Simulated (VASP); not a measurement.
# MgO in VASP: notebook, part 2 of 2

VASP 6.6.1. Earlier steps stand in the parts before.

### 5 Single point, PBEsol

This run uses another cell than the first one, of 9.13 Å³/atom, 0.975 times its volume.

File INCAR:

```
SYSTEM = MgO
ALGO     = Normal         ! electronic algorithm
EDIFF    = 1E-6           ! SCF threshold, eV
ENCUT    = 520            ! plane-wave cutoff, eV
GGA      = PS             ! functional
ISIF     = 2              ! what is computed and relaxed
ISMEAR   = 0              ! smearing method
LASPH    = .True.         ! aspherical terms in the spheres
LCHARG   = .False.        ! write CHGCAR
LREAL    = .False.        ! projectors in reciprocal space
LWAVE    = .False.        ! write WAVECAR
NBANDS   = 11             ! bands
NELM     = 80             ! most SCF steps
PREC     = Accurate       ! precision mode
SIGMA    = 0.05           ! smearing width, eV
```

File KPOINTS:

```
k-points
0
Gamma
  10 10 10
  0 0 0
```

File POSCAR:

```
MgO
1.0
    0.0000000000      2.0901029176      2.0901029176
    2.0901029176      0.0000000000      2.0901029176
    2.0901029176      2.0901029176      0.0000000000
Mg O
1 1
Direct
    0.0000000000      0.0000000000      0.0000000000
    0.5000000000      0.5000000000      0.5000000000
```

Potentials or basis: VASP PAW PBE potentials, release 64 (Mg, O).

The run is started by

```console
cat potpaw_PBE.64/Mg/POTCAR potpaw_PBE.64/O/POTCAR > POTCAR
mpirun -np 1 vasp_std > vasp.out
```

OUTCAR:

```text
SYSTEM = MgO
   EDIFF = 1E-6
   ENCUT = 520
   GGA = PS
   ISIF = 2
   ISMEAR = 0
   LASPH = .True.
   LREAL = .False.
   NELM = 80
   PREC = Accurate

 ion  position               nearest neighbor table
   1  0.000  0.000  0.000-   2 2.09   2 2.09   2 2.09   2 2.09   2 2.09   2 2.09
   2  0.500  0.500  0.500-   1 2.09   1 2.09   1 2.09   1 2.09   1 2.09   1 2.09

  LATTYP: Found a face centered cubic cell.
 ALAT       =     4.1802058352

  Lattice vectors:

 A1 = (   0.0000000000,   2.0901029176,   2.0901029176)
 A2 = (   2.0901029176,   0.0000000000,   2.0901029176)
 A3 = (   2.0901029176,   2.0901029176,   0.0000000000)

Analysis of symmetry for initial positions (statically):
=====================================================================
 Subroutine PRICEL returns:
 Original cell was already a primitive cell.

 Routine SETGRP: Setting up the symmetry group for a
 face centered cubic supercell.

 Subroutine GETGRP returns: Found 48 space group operations
 (whereof 48 operations were pure point group operations)
 out of a pool of 48 trial point group operations.

The static configuration has the point symmetry O_h .

Analysis of symmetry for dynamics (positions and initial velocities):
=====================================================================
 Subroutine PRICEL returns:
 Original cell was already a primitive cell.

 Routine SETGRP: Setting up the symmetry group for a
 face centered cubic supercell.

 Subroutine GETGRP returns: Found 48 space group operations
 (whereof 48 operations were pure point group operations)
 out of a pool of 48 trial point group operations.

The dynamic configuration has the point symmetry O_h .

 Subroutine INISYM returns: Found 48 space group operations
 (whereof 48 operations are pure point group operations),
 and found     1 'primitive' translations

[... 120 lines left out ...]
   LHFCALC =     F    Hartree Fock is set to
   AEXX    =    0.0000 exact exchange contribution
   IVDW    =     0    specifies the selected vdW correction
   LEPSILON=     F    determine dielectric tensor
   LRPA    =     F    only Hartree local field effects (RPA)
 non-spin polarized calculation
 Gauss-broadening in eV      SIGMA  =   0.05
  energy-cutoff  :      520.00
  volume of cell :       18.26
 maximum number of plane-waves:       531
 NGX is ok and might be reduce to    24
   NGX = 11   NGY = 11   NGZ = 11

 number of electron       8.0000003 magnetization

 Free energy of the ion-electron system (eV)
  ---------------------------------------------------
  ext. energy  EPLUGINS =         0.00000000
  ---------------------------------------------------
  free energy    TOTEN  =       -12.50770009 eV

  energy without entropy =      -12.50770009  energy(sigma->0) =      -12.50770009

 E-fermi :   3.5566     XC(G=0): -11.4211

 val. band max:        3.2404704936   @ k =   0.0000   0.0000   0.0000
 cond. band min:       8.0978007752   @ k =   0.0000   0.0000   0.0000
 fundamental gap:      4.8573302816
 Fermi energy:         3.5565643281

 k-point     1 :       0.0000    0.0000    0.0000
  band No.  band energies     occupation
      1     -14.0854      2.00000
      2       3.2405      2.00000
      3       3.2405      2.00000
      4       3.2405      2.00000
      5       8.0978      0.00000
      6      18.9982      0.00000
      7      18.9982      0.00000
      8      18.9982      0.00000
      9      22.9012      0.00000
     10      24.8119      0.00000
     11      24.8119      0.00000
[... 309 lines left out ...]
 k-point    24 :       0.4000    0.3000    0.0000
  band No.  band energies     occupation
      1     -12.7652      2.00000
      2      -0.4625      2.00000
      3       1.8835      2.00000
      4       2.1131      2.00000
      5      12.8990      0.00000
      6      13.3486      0.00000
      7      16.9623      0.00000
      8      21.5842      0.00000
      9      21.7931      0.00000
     10      28.2824      0.00000
     11      30.5940      0.00000

 [... further k-points ...]

------------------------ aborting loop because EDIFF is reached ----------------------------------------

  FORCE on cell =-STRESS in cart. coord.  units (eV):
  Direction    XX          YY          ZZ          XY          YZ          ZX
  --------------------------------------------------------------------------------------
  -------------------------------------------------------------------------------------
  Total        0.4037399      0.4037399      0.4037399      0.0000000      0.0000000      0.0000000
  in kB       35.4225004     35.4225004     35.4225004      0.0000000      0.0000000      0.0000000
  external PRESSURE =      35.4225004 kB  Pullay stress =       0.0000000 kB

 VOLUME and BASIS-vectors are now :
 -----------------------------------------------------------------------------
  energy-cutoff  :      520.00
  volume of cell :       18.26
      direct lattice vectors                 reciprocal lattice vectors
     0.000000000  2.090102918  2.090102918    -0.239222670  0.239222670  0.239222670
     2.090102918  0.000000000  2.090102918     0.239222670 -0.239222670  0.239222670
     2.090102918  2.090102918  0.000000000     0.239222670  0.239222670 -0.239222670

 POSITION                                       TOTAL-FORCE (eV/Angst)
 -----------------------------------------------------------------------------------
      0.00000      0.00000      0.00000         0.000000     -0.000000      0.000000
      2.09010      2.09010      2.09010        -0.000000      0.000000     -0.000000
 -----------------------------------------------------------------------------------
    total drift:                               -0.000000     -0.000000      0.000000

  FREE ENERGIE OF THE ION-ELECTRON SYSTEM (eV)
  ---------------------------------------------------
  free  energy   TOTEN  =       -12.5077000862 eV

  energy  without entropy=      -12.5077000862  energy(sigma->0) =      -12.50770009
```

stdout:

```text
POSCAR found type information on POSCAR MgO
 POSCAR found :  2 types and       2 ions
 scaLAPACK will be used
 -----------------------------------------------------------------------------
|                                                                             |
|                                                                             |
|     You enforced a specific xc type in the INCAR file but a different       |
|     I HOPE YOU KNOW WHAT YOU ARE DOING!                                     |
|                                                                             |
 -----------------------------------------------------------------------------

 LDA part: xc-table for (Slater+PW92), standard interpolation
 POSCAR, INCAR and KPOINTS ok, starting setup
 FFT: planning ... GRIDC
 FFT: planning ... GRID_SOFT
 FFT: planning ... GRID
 WAVECAR not read
 entering main loop
```

Run time: 7.4 s. Hardware: 1 thread of Intel Xeon Platinum 8488C (Sapphire Rapids), shared host; peak memory 0.14 GiB.

What came out:

* Free energy: -12.5077 eV
* Pressure: 3.5 GPa
* Band gap on the k mesh: 4.86 eV, direct

Caveat: the PAW data sets were made with another functional, which shifts forces and pressure a little.

### 6 The runs side by side

| cell | gap on the mesh (eV) | pressure (GPa) | largest force (eV/Å) |
| --- | --- | --- | --- |
| a = 2.981 Å, angles 60.0°, 2 atoms | 4.61 | -0.2 | 0.37 |
| a = 3.030 Å, angles 60.0°, 2 atoms | 4.15 | -7.3 | 0.29 |
| a = 2.906 Å, angles 60.0°, 2 atoms | 5.38 | 13.5 | - |
| a = 2.956 Å, angles 60.0°, 2 atoms | 4.86 | 3.5 | - |

Alike in all rows: task single point; level PBEsol; potentials or basis VASP PAW PBE potentials, release 64 (Mg, O); no spin polarisation; k mesh 10 × 10 × 10; cutoff (eV) 520; smearing gaussian 0.05 eV.

Caveats: the PAW data sets were made with another functional, which shifts forces and pressure a little.

Total energies depend on the potentials used, so only differences within one code and one set of settings carry meaning.
